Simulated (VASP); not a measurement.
# Cs (Im-3m) in VASP: further runs

The runs below take Cs through single point, with PBE, LDA, revPBE.

All numbers are computed with VASP 6.6.1; they aren't measurements. Logs are shortened: lines on timing, memory, paths and dates and some standing lists are left out, and cuts for length are marked.

## (1) The cell of the first run

The structure is cubic, space group Im-3m (No. 229). The conventional cell has a = 6.257 Å, b = 6.257 Å, c = 6.257 Å, α = 90.00°, β = 90.00°, γ = 90.00°.

## (2) Single point, PBE

File INCAR:

```
SYSTEM = Cs
PREC = Accurate
ENCUT = 500
EDIFF = 1E-6
ISMEAR = -5
SIGMA = 0.1
LREAL = .FALSE.
LASPH = .TRUE.
NELM = 120
ALGO = Normal
ISIF = 2
LWAVE = .FALSE.
LCHARG = .TRUE.
GGA = PE
LELF = .TRUE.
LVHAR = .TRUE.
NBANDS = 10
GGA_COMPAT = .FALSE.
```

File KPOINTS:

```
Automatic mesh
0
G
  3 3 3
  0 0 0
```

File POSCAR:

```
Cs
1.0
   -3.1284650614      3.1284650614      3.1284650614
    3.1284650614     -3.1284650614      3.1284650614
    3.1284650614      3.1284650614     -3.1284650614
Cs
1
Direct
    0.0000000000      0.0000000000      0.0000000000
```

Potentials or basis: VASP PAW PBE potentials, release 64 (Cs_sv).

Run with:

```sh
> cat potpaw_PBE.64/Cs_sv/POTCAR > POTCAR
> mpirun -np 1 vasp_std > vasp.out
```

OUTCAR:

```text
SYSTEM = Cs
   PREC = Accurate
   ENCUT = 500
   EDIFF = 1E-6
   ISMEAR = -5
   LREAL = .FALSE.
   LASPH = .TRUE.
   NELM = 120
   ISIF = 2
   GGA = PE

 ion  position               nearest neighbor table
   1  0.000  0.000  0.000-

  LATTYP: Found a body centered cubic cell.
 ALAT       =     6.2569301228

  Lattice vectors:

 A1 = (  -3.1284650614,   3.1284650614,   3.1284650614)
 A2 = (   3.1284650614,  -3.1284650614,   3.1284650614)
 A3 = (   3.1284650614,   3.1284650614,  -3.1284650614)

Analysis of symmetry for initial positions (statically):
=====================================================================
 Subroutine PRICEL returns:
 Original cell was already a primitive cell.

 Routine SETGRP: Setting up the symmetry group for a
 body centered cubic supercell.

 Subroutine GETGRP returns: Found 48 space group operations
 (whereof 48 operations were pure point group operations)
 out of a pool of 48 trial point group operations.

The static configuration has the point symmetry O_h .

Analysis of symmetry for dynamics (positions and initial velocities):
=====================================================================
 Subroutine PRICEL returns:
 Original cell was already a primitive cell.

 Routine SETGRP: Setting up the symmetry group for a
 body centered cubic supercell.

 Subroutine GETGRP returns: Found 48 space group operations
 (whereof 48 operations were pure point group operations)
 out of a pool of 48 trial point group operations.

The dynamic configuration has the point symmetry O_h .

 Subroutine INISYM returns: Found 48 space group operations
 (whereof 48 operations are pure point group operations),
 and found     1 'primitive' translations

----------------------------------------------------------------------------------------

                                     Primitive cell

  volume of cell :     122.4768

  direct lattice vectors                    reciprocal lattice vectors
    -3.128465061  3.128465061  3.128465061     0.000000000  0.159822785  0.159822785
     3.128465061 -3.128465061  3.128465061     0.159822785  0.000000000  0.159822785
     3.128465061  3.128465061 -3.128465061     0.159822785  0.159822785  0.000000000

  length of vectors
     5.418660436  5.418660436  5.418660436     0.226023551  0.226023551  0.226023551

  position of ions in fractional coordinates (direct lattice)
     0.000000000  0.000000000  0.000000000

  ion indices of the primitive-cell ions
   primitive index   ion index
                 1           1

----------------------------------------------------------------------------------------

 KPOINTS: Automatic mesh

Automatic generation of k-mesh.
 Grid dimensions read from file:
 generate k-points for:    3    3    3

 Generating k-lattice:

  Cartesian coordinates                     Fractional coordinates (reciprocal lattice)
     0.000000000  0.053274262  0.053274262     0.333333333  0.000000000  0.000000000
     0.053274262  0.000000000  0.053274262     0.000000000  0.333333333  0.000000000
     0.053274262  0.053274262  0.000000000     0.000000000  0.000000000  0.333333333

  Length of vectors
     0.075341184  0.075341184  0.075341184

  Shift w.r.t. Gamma in fractional coordinates (k-lattice)
     0.000000000  0.000000000  0.000000000

 TETIRR: Found     17 inequivalent tetrahedra from      162

 Subroutine IBZKPT returns following result:
 ===========================================

 Found      4 irreducible k-points:

 Following reciprocal coordinates:
            Coordinates               Weight
  0.000000  0.000000  0.000000      1.000000
  0.333333  0.000000  0.000000     12.000000
  0.333333  0.333333  0.000000      8.000000
 -0.333333  0.333333  0.333333      6.000000
   k-points           NKPTS =      4   k-points in BZ     NKDIM =      4   number of bands    NBANDS=     10
   number of dos      NEDOS =    301   number of ions     NIONS =      1
   total plane-waves  NPLWV =  64000
   dimension x,y,z NGX =    40 NGY =   40 NGZ =   40
   dimension x,y,z NGXF=    80 NGYF=   80 NGZF=   80
   ions per type =               1
   NGX,Y,Z   is equivalent  to a cutoff of  12.27, 12.27, 12.27 a.u.
   NGXF,Y,Z  is equivalent  to a cutoff of  24.54, 24.54, 24.54 a.u.
 SYSTEM =  Cs
   PREC   = accura    normal or accurate (medium, high low for compatibility)
   ISTART =      0    job   : 0-new  1-cont  2-samecut
   ICHARG =      2    charge: 1-file 2-atom 10-const
   ISPIN  =      1    spin polarized calculation?
   LNONCOLLINEAR =      F non collinear calculations
   LSORBIT =      F    spin-orbit coupling
   LASPH  =      T    aspherical Exc in radial PAW
   ENCUT  =  500.0 eV  36.75 Ry    6.06 a.u.   9.88  9.88  9.88*2*pi/ulx,y,z
   NELM   =    120;   NELMIN=  2; NELMDL= -5     # of ELM steps
   EDIFF  = 0.1E-05   stopping-criterion for ELM
   LREAL  =      F    real-space projection
   EDIFFG = 0.1E-04   stopping-criterion for IOM
   NSW    =      0    number of steps for IOM
   IBRION =     -1    ionic relax: 0-MD 1-quasi-New 2-CG
   NFREE  =      0    steps in history (QN), initial steepest desc. (CG)
   ISIF   =      2    stress and relaxation
   ISYM   =      2    0-nonsym 1-usesym 2-fastsym
   POTIM  = 0.5000    time-step for ionic-motion
   TEBEG  =    0.0;   TEEND  =   0.0 temperature during run
   PSTRESS=    0.0 pullay stress
   NELECT =       9.0000    total number of electrons
   NUPDOWN=      -1.0000    fix difference up-down
   EMIN   =  10.00;   EMAX   =-10.00  energy-range for DOS
   EFERMI =   0.00;   METHOD = LEGACY
   ISMEAR =    -5;   SIGMA  =   0.10  broadening in eV -4-tet -1-fermi 0-gaus
   EFERMI_NEDOS =   21; number of points for ismear=-14 and -15
   IALGO  =     38    algorithm
   IMIX   =      4    mixing-type and parameters
     AMIX     =   0.40;   BMIX     =  1.00
     AMIX_MAG =   1.60;   BMIX_MAG =  1.00
  volume/ion in A,a.u.               =     122.48       826.51
  Fermi-wavevector in a.u.,A,eV,Ry     =   0.685706  1.295796  6.397353  0.470192
  Thomas-Fermi vector in A             =   1.765724
   LORBIT       =      0    0 simple, 1 ext, 2 COOP (PROOUT), +10 PAW based schemes
   GGA     = PE    functional components
   LHFCALC =     F    Hartree Fock is set to
   AEXX    =    0.0000 exact exchange contribution
   IVDW    =     0    specifies the selected vdW correction
   LEPSILON=     F    determine dielectric tensor
   LRPA    =     F    only Hartree local field effects (RPA)
 non-spin polarized calculation
 Fermi weights with tetrahedron method with Bloechl corrections
  energy-cutoff  :      500.00
  volume of cell :      122.48
 maximum number of plane-waves:      3114
   NGX = 19   NGY = 19   NGZ = 19

 number of electron       8.9999999 magnetization

 Free energy of the ion-electron system (eV)
  ---------------------------------------------------
  ext. energy  EPLUGINS =         0.00000000
  ---------------------------------------------------
  free energy    TOTEN  =        -0.89664223 eV

  energy without entropy =       -0.89664223  energy(sigma->0) =       -0.89664223

 E-fermi :   0.3078     XC(G=0):  -5.2547

 val. band max:       -0.2933856372   @ k =   0.3333   0.0000   0.0000
 cond. band min:       0.5230340553   @ k =  -0.3333   0.3333   0.3333
 fundamental gap:      0.8164196925
 Fermi energy:         0.3077511504

 k-point     1 :       0.0000    0.0000    0.0000
  band No.  band energies     occupation
      1     -23.6042      2.00000
      2     -10.3548      2.00000
      3     -10.3548      2.00000
      4     -10.3548      2.00000
      5      -1.3152      2.19088
      6       2.7557      0.00000
      7       2.7557      0.00000
      8       2.7557      0.00000
      9       3.5594      0.00000
     10       3.5594      0.00000

 k-point     2 :       0.3333    0.0000    0.0000
  band No.  band energies     occupation
      1     -23.6006      2.00000
      2     -10.4378      2.00000
      3     -10.3826      2.00000
      4     -10.3548      2.00000
      5      -0.2934      1.86032
      6       1.6292      0.00000
      7       2.1018      0.00000
      8       3.4857      0.00000
      9       3.6630      0.00000
     10       3.8551      0.00000

 k-point     3 :       0.3333    0.3333    0.0000
  band No.  band energies     occupation
      1     -23.5987      2.00000
      2     -10.4306      2.00000
      3     -10.4306      2.00000
      4     -10.3687      2.00000
      5       1.1447     -0.09068
      6       1.1731      0.00000
      7       1.1731      0.00000
      8       3.4452      0.00000
      9       3.7207      0.00000
     10       3.7207      0.00000

 k-point     4 :      -0.3333    0.3333    0.3333
  band No.  band energies     occupation
      1     -23.5974      2.00000
      2     -10.4273      2.00000
      3     -10.4133      2.00000
      4     -10.4133      2.00000
      5       0.5230      0.53512
      6       1.3770      0.00000
      7       2.6479      0.00000
      8       2.6479      0.00000
      9       2.8872      0.00000
     10       3.9291      0.00000

------------------------ aborting loop because EDIFF is reached ----------------------------------------

  FORCE on cell =-STRESS in cart. coord.  units (eV):
  Direction    XX          YY          ZZ          XY          YZ          ZX
  --------------------------------------------------------------------------------------
  -------------------------------------------------------------------------------------
  Total       -0.1083991     -0.1083991     -0.1083991     -0.0000000      0.0000000     -0.0000000
  in kB       -1.4180202     -1.4180202     -1.4180202     -0.0000000      0.0000000     -0.0000000
  external PRESSURE =      -1.4180202 kB  Pullay stress =       0.0000000 kB

 VOLUME and BASIS-vectors are now :
 -----------------------------------------------------------------------------
  energy-cutoff  :      500.00
  volume of cell :      122.48
      direct lattice vectors                 reciprocal lattice vectors
    -3.128465061  3.128465061  3.128465061     0.000000000  0.159822785  0.159822785
     3.128465061 -3.128465061  3.128465061     0.159822785  0.000000000  0.159822785
     3.128465061  3.128465061 -3.128465061     0.159822785  0.159822785  0.000000000

 POSITION                                       TOTAL-FORCE (eV/Angst)
 -----------------------------------------------------------------------------------
      0.00000      0.00000      0.00000         0.000000      0.000000      0.000000
 -----------------------------------------------------------------------------------
    total drift:                               -0.000000     -0.000000     -0.000000

  FREE ENERGIE OF THE ION-ELECTRON SYSTEM (eV)
  ---------------------------------------------------
  free  energy   TOTEN  =        -0.8966422266 eV

  energy  without entropy=       -0.8966422266  energy(sigma->0) =       -0.89664223
```

It took 14 s on 1 thread of Intel Xeon 8259CL, shared host; peak memory 0.22 GiB.

What came out:

| Property | Result |
| --- | --- |
| Free energy | -0.8966 eV |
| Pressure | -0.1 GPa |

Caveat: the k points lie up to 0.47 Å⁻¹ apart; spin-orbit coupling is left out, which moves the levels of the heavy elements; tetrahedron occupations give inexact forces and stress in metals.

(Continued in part 2 of 2.)
